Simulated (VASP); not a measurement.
Mo: single point with PBEsol+D3(BJ)

Crystal: Mo.

```
Mo
1.0
     2.72387    0.00000    0.00000
    -1.36193    2.35894    0.00000
     0.00000    0.00000    2.44704
Mo
1
Direct
  0.00000 0.00000 0.50000
```

```json
{"Program": "VASP 6.6.1", "Task": "single point", "Functional": "PBEsol", "Dispersion": "D3(BJ)", "Potentials or basis": "VASP PAW PBE potentials, release 64 (Mo_sv)", "Cutoff": "520 eV", "k mesh": "12 × 12 × 11", "Occupations": "fermi-dirac, width 0.1 eV", "Spin": "no spin polarisation", "Dipole correction": "no", "Further INCAR settings": "ALGO = Normal; EDIFF = 1e-07; NBANDS = 13"}
```

The pressure is 0.7 GPa. The band gap on the k mesh is zero (band 7 reaches 13.21 eV, above the bottom of band 8 at 11.16 eV). The dispersion energy per atom is -0.701 eV.

Stress tensor (GPa, compression positive):
```
0.55 0.00 0.00
0.00 0.55 0.00
0.00 0.00 1.07
```

Levels at points of the mesh, in eV from the Fermi level:
```csv
k point,band 3,band 4,band 5,band 6,band 7,band 8,band 9,band 10,band 11,band 12
"(0.00, 0.00, 0.00)",-34.19,-33.82,-6.94,-4.65,-1.02,-1.02,4.65,4.65,12.77,17.29
"(0.50, 0.00, 0.00)",-34.53,-33.66,-5.16,-3.49,1.03,1.63,4.00,4.49,10.45,13.46
```

It took 6.7 s on 1 thread of Intel(R) Xeon(R) 6975P-C (Granite Rapids), with other jobs on the host, peak memory 0.14 GiB.

Caveat: the PAW data sets were made with another functional, which shifts forces and pressure a little; pairwise dispersion overbinds metals, which lowers pressure and volume.
